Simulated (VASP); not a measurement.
# GaP (hm.bA) (F-43m) in VASP: single point with PBE

Aim: the single point of GaP (hm.bA) with PBE.

Program: VASP 6.6.1. These are calculated values, not measurements. Logs are shortened: lines on timing, memory, paths and dates and some standing lists are left out, and cuts for length are marked.

**1. The cell of the first run**

It takes space group F-43m (No. 216, cubic). Conventional cell: a = 5.507 Å, b = 5.507 Å, c = 5.507 Å, α = 90.00°, β = 90.00°, γ = 90.00°. Within 3.1 Å of Ga (site symmetry -43m) lie 4 P at 2.38 Å. Within 3.1 Å of P (site symmetry -43m) lie 4 Ga at 2.38 Å.

**2. Single point, PBE**

INCAR reads:

```
PREC = Accurate ; ENCUT = 500
EDIFF = 1E-6 ; ISMEAR = 0
SIGMA = 0.02 ; LREAL = False
LASPH = True ; NELM = 120
ALGO = Normal ; ISIF = 2
LWAVE = False ; LCHARG = True
GGA = PE ; LELF = True
LVHAR = True ; NBANDS = 16
GGA_COMPAT = False
```

KPOINTS reads:

```
regular mesh
0
Gamma
  8 8 8
```

POSCAR reads:

```
GaP
1.0
    0.0000000000      2.7533029097      2.7533029097
    2.7533029097      0.0000000000      2.7533029097
    2.7533029097      2.7533029097      0.0000000000
Ga P
1 1
Direct
    0.0000000000      0.0000000000      0.0000000000
    0.2500000000      0.2500000000      0.2500000000
```

Potentials or basis: VASP PAW PBE potentials, release 64 (Ga_d, P).

On the command line:

```sh
> cat potpaw_PBE.64/Ga_d/POTCAR potpaw_PBE.64/P/POTCAR > POTCAR
> mpirun -np 1 vasp_std > vasp.out
```

OUTCAR:

```text
PREC = Accurate
   ENCUT = 500
   EDIFF = 1E-6
   ISMEAR = 0
   LREAL = False
   LASPH = True
   NELM = 120
   ISIF = 2
   GGA = PE

 ion  position               nearest neighbor table
   1  0.000  0.000  0.000-   2 2.38   2 2.38   2 2.38   2 2.38
   2  0.250  0.250  0.250-   1 2.38   1 2.38   1 2.38   1 2.38

  LATTYP: Found a face centered cubic cell.
 ALAT       =     5.5066058194

  Lattice vectors:

 A1 = (   0.0000000000,   2.7533029097,   2.7533029097)
 A2 = (   2.7533029097,   0.0000000000,   2.7533029097)
 A3 = (   2.7533029097,   2.7533029097,   0.0000000000)

Analysis of symmetry for initial positions (statically):
=====================================================================
 Subroutine PRICEL returns:
 Original cell was already a primitive cell.

 Routine SETGRP: Setting up the symmetry group for a
 face centered cubic supercell.

 Subroutine GETGRP returns: Found 24 space group operations
 (whereof 24 operations were pure point group operations)
 out of a pool of 48 trial point group operations.

The static configuration has the point symmetry T_d .

Analysis of symmetry for dynamics (positions and initial velocities):
=====================================================================
 Subroutine PRICEL returns:
 Original cell was already a primitive cell.

 Routine SETGRP: Setting up the symmetry group for a
 face centered cubic supercell.

 Subroutine GETGRP returns: Found 24 space group operations
 (whereof 24 operations were pure point group operations)
 out of a pool of 48 trial point group operations.

The dynamic configuration has the point symmetry T_d .

 Subroutine INISYM returns: Found 24 space group operations
 (whereof 24 operations are pure point group operations),
 and found     1 'primitive' translations

----------------------------------------------------------------------------------------

                                     Primitive cell

  volume of cell :      41.7438

  direct lattice vectors                    reciprocal lattice vectors
     0.000000000  2.753302910  2.753302910    -0.181600070  0.181600070  0.181600070
     2.753302910  0.000000000  2.753302910     0.181600070 -0.181600070  0.181600070
     2.753302910  2.753302910  0.000000000     0.181600070  0.181600070 -0.181600070

  length of vectors
     3.893758316  3.893758316  3.893758316     0.314540547  0.314540547  0.314540547

  position of ions in fractional coordinates (direct lattice)
     0.000000000  0.000000000  0.000000000
     0.250000000  0.250000000  0.250000000

  ion indices of the primitive-cell ions
   primitive index   ion index
                 1           1
                 2           2

----------------------------------------------------------------------------------------

 KPOINTS: regular mesh

Automatic generation of k-mesh.
 Grid dimensions read from file:
 generate k-points for:    8    8    8

 Generating k-lattice:

  Cartesian coordinates                     Fractional coordinates (reciprocal lattice)
    -0.022700009  0.022700009  0.022700009     0.125000000  0.000000000  0.000000000
     0.022700009 -0.022700009  0.022700009     0.000000000  0.125000000  0.000000000
     0.022700009  0.022700009 -0.022700009     0.000000000  0.000000000  0.125000000

  Length of vectors
     0.039317568  0.039317568  0.039317568

  Shift w.r.t. Gamma in fractional coordinates (k-lattice)
     0.000000000  0.000000000  0.000000000

 Subroutine IBZKPT returns following result:
 ===========================================

 Found     29 irreducible k-points:

 Following reciprocal coordinates:
            Coordinates               Weight
  0.000000  0.000000  0.000000      1.000000
  0.125000  0.000000  0.000000      8.000000
  0.250000  0.000000  0.000000      8.000000
  0.375000  0.000000  0.000000      8.000000
  0.500000  0.000000  0.000000      4.000000
  0.125000  0.125000  0.000000      6.000000
[... 16 lines left out ...]
  0.500000  0.250000  0.125000     48.000000
 -0.375000  0.250000  0.125000     24.000000
 [... further k-points ...]
   k-points           NKPTS =     29   k-points in BZ     NKDIM =     29   number of bands    NBANDS=     16
   number of dos      NEDOS =    301   number of ions     NIONS =      2
   total plane-waves  NPLWV =  21952
   dimension x,y,z NGX =    28 NGY =   28 NGZ =   28
   dimension x,y,z NGXF=    56 NGYF=   56 NGZF=   56
   ions per type =               1   1
   NGX,Y,Z   is equivalent  to a cutoff of  11.95, 11.95, 11.95 a.u.
   NGXF,Y,Z  is equivalent  to a cutoff of  23.91, 23.91, 23.91 a.u.
 SYSTEM =  unknown system
   PREC   = accura    normal or accurate (medium, high low for compatibility)
   ISTART =      0    job   : 0-new  1-cont  2-samecut
   ICHARG =      2    charge: 1-file 2-atom 10-const
   ISPIN  =      1    spin polarized calculation?
   LNONCOLLINEAR =      F non collinear calculations
   LSORBIT =      F    spin-orbit coupling
   LASPH  =      T    aspherical Exc in radial PAW
   ENCUT  =  500.0 eV  36.75 Ry    6.06 a.u.   7.10  7.10  7.10*2*pi/ulx,y,z
   NELM   =    120;   NELMIN=  2; NELMDL= -5     # of ELM steps
   EDIFF  = 0.1E-05   stopping-criterion for ELM
   LREAL  =      F    real-space projection
   EDIFFG = 0.1E-04   stopping-criterion for IOM
   NSW    =      0    number of steps for IOM
   IBRION =     -1    ionic relax: 0-MD 1-quasi-New 2-CG
   NFREE  =      0    steps in history (QN), initial steepest desc. (CG)
   ISIF   =      2    stress and relaxation
   ISYM   =      2    0-nonsym 1-usesym 2-fastsym
   POTIM  = 0.5000    time-step for ionic-motion
   TEBEG  =    0.0;   TEEND  =   0.0 temperature during run
   PSTRESS=    0.0 pullay stress
   NELECT =      18.0000    total number of electrons
   NUPDOWN=      -1.0000    fix difference up-down
   EMIN   =  10.00;   EMAX   =-10.00  energy-range for DOS
   EFERMI =   0.00;   METHOD = LEGACY
   ISMEAR =     0;   SIGMA  =   0.02  broadening in eV -4-tet -1-fermi 0-gaus
   EFERMI_NEDOS =   21; number of points for ismear=-14 and -15
   IALGO  =     38    algorithm
   IMIX   =      4    mixing-type and parameters
     AMIX     =   0.40;   BMIX     =  1.00
     AMIX_MAG =   1.60;   BMIX_MAG =  1.00
  volume/ion in A,a.u.               =      20.87       140.85
  Fermi-wavevector in a.u.,A,eV,Ry     =   1.236806  2.337225 20.812692  1.529690
  Thomas-Fermi vector in A             =   2.371400
   LORBIT       =      0    0 simple, 1 ext, 2 COOP (PROOUT), +10 PAW based schemes
   GGA     = PE    functional components
   LHFCALC =     F    Hartree Fock is set to
   AEXX    =    0.0000 exact exchange contribution
   IVDW    =     0    specifies the selected vdW correction
   LEPSILON=     F    determine dielectric tensor
   LRPA    =     F    only Hartree local field effects (RPA)
 non-spin polarized calculation
 Gauss-broadening in eV      SIGMA  =   0.02
  energy-cutoff  :      500.00
  volume of cell :       41.74
 maximum number of plane-waves:      1068
   NGX = 15   NGY = 15   NGZ = 15

 number of electron      18.0000009 magnetization

 Free energy of the ion-electron system (eV)
  ---------------------------------------------------
  ext. energy  EPLUGINS =         0.00000000
  ---------------------------------------------------
  free energy    TOTEN  =        -9.12546146 eV

  energy without entropy =       -9.12546146  energy(sigma->0) =       -9.12546146

 E-fermi :   4.4986     XC(G=0):  -9.6937

 val. band max:        4.3437679860   @ k =   0.0000   0.0000   0.0000
 cond. band min:       5.9169592183   @ k =   0.0000   0.0000   0.0000
 fundamental gap:      1.5731912323
 Fermi energy:         4.4986393294

 k-point     1 :       0.0000    0.0000    0.0000
  band No.  band energies     occupation
      1     -10.1587      2.00000
      2     -10.1587      2.00000
      3     -10.1587      2.00000
      4     -10.0681      2.00000
      5     -10.0681      2.00000
      6      -7.9212      2.00000
[... 8 lines left out ...]
     15      14.0882      0.00000
     16      14.0882      0.00000

 k-point     2 :       0.1250    0.0000    0.0000
  band No.  band energies     occupation
      1     -10.1705      2.00000
      2     -10.1545      2.00000
      3     -10.1545      2.00000
      4     -10.0681      2.00000
      5     -10.0681      2.00000
      6      -7.7270      2.00000
[... 8 lines left out ...]
     15      13.4828      0.00000
     16      13.9002      0.00000

 k-point     3 :       0.2500    0.0000    0.0000
  band No.  band energies     occupation
      1     -10.1968      2.00000
      2     -10.1454      2.00000
      3     -10.1454      2.00000
      4     -10.0669      2.00000
      5     -10.0669      2.00000
      6      -7.1769      2.00000
[... 8 lines left out ...]
     15      13.2987      0.00000
     16      14.1881      0.00000

 k-point     4 :       0.3750    0.0000    0.0000
  band No.  band energies     occupation
      1     -10.2210      2.00000
      2     -10.1385      2.00000
      3     -10.1385      2.00000
      4     -10.0636      2.00000
      5     -10.0636      2.00000
      6      -6.4146      2.00000
[... 8 lines left out ...]
     15      14.4535      0.00000
     16      14.4535      0.00000

 k-point     5 :       0.5000    0.0000    0.0000
  band No.  band energies     occupation
      1     -10.2305      2.00000
      2     -10.1363      2.00000
      3     -10.1363      2.00000
      4     -10.0615      2.00000
      5     -10.0615      2.00000
      6      -5.9544      2.00000
[... 8 lines left out ...]
     15      15.9313      0.00000
     16      15.9313      0.00000

 k-point     6 :       0.1250    0.1250    0.0000
  band No.  band energies     occupation
      1     -10.1784      2.00000
      2     -10.1505      2.00000
      3     -10.1505      2.00000
      4     -10.0717      2.00000
      5     -10.0652      2.00000
      6      -7.6623      2.00000
[... 8 lines left out ...]
     15      14.2538      0.00000
     16      14.3294      0.00000
[... 267 lines left out ...]
 k-point    21 :       0.5000    0.5000    0.0000
  band No.  band energies     occupation
      1     -10.2646      2.00000
      2     -10.1000      2.00000
      3     -10.1000      2.00000
      4     -10.0994      2.00000
      5     -10.0485      2.00000
      6      -5.0963      2.00000
[... 8 lines left out ...]
     15      16.6731      0.00000
     16      17.2069      0.00000

 k-point    22 :       0.3750    0.2500    0.1250
  band No.  band energies     occupation
      1     -10.2180      2.00000
      2     -10.1346      2.00000
      3     -10.1311      2.00000
      4     -10.0775      2.00000
      5     -10.0599      2.00000
      6      -6.7085      2.00000
[... 8 lines left out ...]
     15      15.3441      0.00000
     16      16.5694      0.00000

 k-point    23 :       0.5000    0.2500    0.1250
  band No.  band energies     occupation
      1     -10.2319      2.00000
      2     -10.1312      2.00000
      3     -10.1228      2.00000
      4     -10.0756      2.00000
      5     -10.0600      2.00000
      6      -5.9918      2.00000
[... 8 lines left out ...]
     15      15.7208      0.00000
     16      17.0388      0.00000

 k-point    24 :      -0.3750    0.2500    0.1250
  band No.  band energies     occupation
      1     -10.2370      2.00000
      2     -10.1307      2.00000
      3     -10.1199      2.00000
      4     -10.0725      2.00000
      5     -10.0615      2.00000
      6      -5.5661      2.00000
[... 8 lines left out ...]
     15      16.2357      0.00000
     16      16.6760      0.00000

 [... further k-points ...]
[... 5 lines left out ...]
  --------------------------------------------------------------------------------------
  -------------------------------------------------------------------------------------
  Total       -0.0261670     -0.0261670     -0.0261670     -0.0000000     -0.0000000     -0.0000000
  in kB       -1.0043210     -1.0043210     -1.0043210     -0.0000000     -0.0000000     -0.0000000
  external PRESSURE =      -1.0043210 kB  Pullay stress =       0.0000000 kB

 VOLUME and BASIS-vectors are now :
 -----------------------------------------------------------------------------
  energy-cutoff  :      500.00
  volume of cell :       41.74
      direct lattice vectors                 reciprocal lattice vectors
     0.000000000  2.753302910  2.753302910    -0.181600070  0.181600070  0.181600070
     2.753302910  0.000000000  2.753302910     0.181600070 -0.181600070  0.181600070
     2.753302910  2.753302910  0.000000000     0.181600070  0.181600070 -0.181600070

 POSITION                                       TOTAL-FORCE (eV/Angst)
 -----------------------------------------------------------------------------------
      0.00000      0.00000      0.00000        -0.000000     -0.000000     -0.000000
      1.37665      1.37665      1.37665         0.000000      0.000000      0.000000
 -----------------------------------------------------------------------------------
    total drift:                                0.000001      0.000001      0.000001

  FREE ENERGIE OF THE ION-ELECTRON SYSTEM (eV)
  ---------------------------------------------------
  free  energy   TOTEN  =        -9.1254614577 eV

  energy  without entropy=       -9.1254614577  energy(sigma->0) =       -9.12546146
```

Wall time 7.7 s (1 thread of Intel Xeon 6975P-C (Granite Rapids), shared host); peak memory 0.16 GiB.

What came out:

```yaml
Free_energy: -9.1255 eV
Pressure: -0.1 GPa
Band_gap_on_the_k_mesh: 1.57 eV, direct
```
